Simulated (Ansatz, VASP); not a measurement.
Two plane-wave programs on KCl

```xyz
2
Lattice="0.0000 3.2609 3.2609 3.2609 0.0000 3.2609 3.2609 3.2609 0.0000" Properties=species:S:1:pos:R:3 pbc="T T T"
K     0.0000    0.0000    0.0000
Cl    3.2609    3.2609    3.2609
```

Change from the starting cell: hydrostatic strain +3.7%.

Alike in both runs: task single point; functional PBE; k mesh 8 × 8 × 8; occupations fermi-dirac, width 0.02 eV; no spin polarisation.

```csv
,VASP,Ansatz
version,VASP 6.6.1,Ansatz 0.2.0
potentials or method,"VASP PAW PBE potentials, release 64 (K_sv, Cl)","plane waves, PAW"
plane-wave cutoff (eV),520,420
valence electrons in the cell,16,16
```

```csv
,VASP,Ansatz,Ansatz less VASP
gap on the k mesh at the Fermi level (eV),4.84,4.84,+0.002
pressure (GPa),-0.9,-0.9,0.00
```

With one functional, cell and mesh, what is left measures potentials, basis and numerics.
